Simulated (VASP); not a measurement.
Write the native input for VASP 6.6.1 that does the following.

- Task: single point
- Functional: PBEsol
- Potentials or basis: VASP PAW PBE potentials, release 64 (Re)
- Cutoff: 520 eV
- k mesh: 21 × 21 × 12
- Occupations: gaussian, width 0.15 eV
- Spin: no spin polarisation
- Dipole correction: no
- Further INCAR settings: ALGO = Normal; EDIFF = 1e-06; NBANDS = 14

The structure of Re lies in POSCAR:

```
Re
1.0
    2.5337680146      0.0000000000      0.0000000000
   -1.2668840073      2.1943074680      0.0000000000
    0.0000000000      0.0000000000      5.3286490221
Re
2
Direct
    0.3333333333      0.6666666667      0.2500000000
    0.6666666667      0.3333333333      0.7500000000
```

This cell differs from its parent crystal: ratio of the length along z to the lengths across it x 1.3, volume and fractional coordinates fixed.

These files were run (other wordings do the same):

INCAR

```
PREC     = Accurate       # precision mode
ENCUT    = 520            # plane-wave cutoff, eV
EDIFF    = 1E-6           # SCF threshold, eV
ISMEAR   = 0              # smearing method
SIGMA    = 0.15           # smearing width, eV
LREAL    = False          # projectors in reciprocal space
LASPH    = True           # aspherical terms in the spheres
NELM     = 80             # most SCF steps
ALGO     = Normal         # electronic algorithm
ISIF     = 2              # what is computed and relaxed
LWAVE    = False          # write WAVECAR
LCHARG   = False          # write CHGCAR
GGA      = PS             # functional
NBANDS   = 14             # bands
```

KPOINTS

```
regular mesh
0
Gamma
  21 21 12
```

Potentials or basis: VASP PAW PBE potentials, release 64 (Re).

Command:

```console
$ cat potpaw_PBE.64/Re/POTCAR > POTCAR
$ mpirun -np 1 vasp_std > vasp.out
```

Results of the run:

```json
{
  "Pressure": "23.5 GPa",
  "Band gap on the k mesh": "zero (band 7 reaches 9.69 eV, above the bottom of band 8 at 6.44 eV)"
}
```

Caveat: the PAW data sets were made with another functional, which shifts forces and pressure a little; spin-orbit coupling is left out, which moves the levels of the heavy elements.

It took 2.2 min on 1 thread of Oxide Virtual Turin-like Processor, on a shared host, peak memory 0.21 GiB.
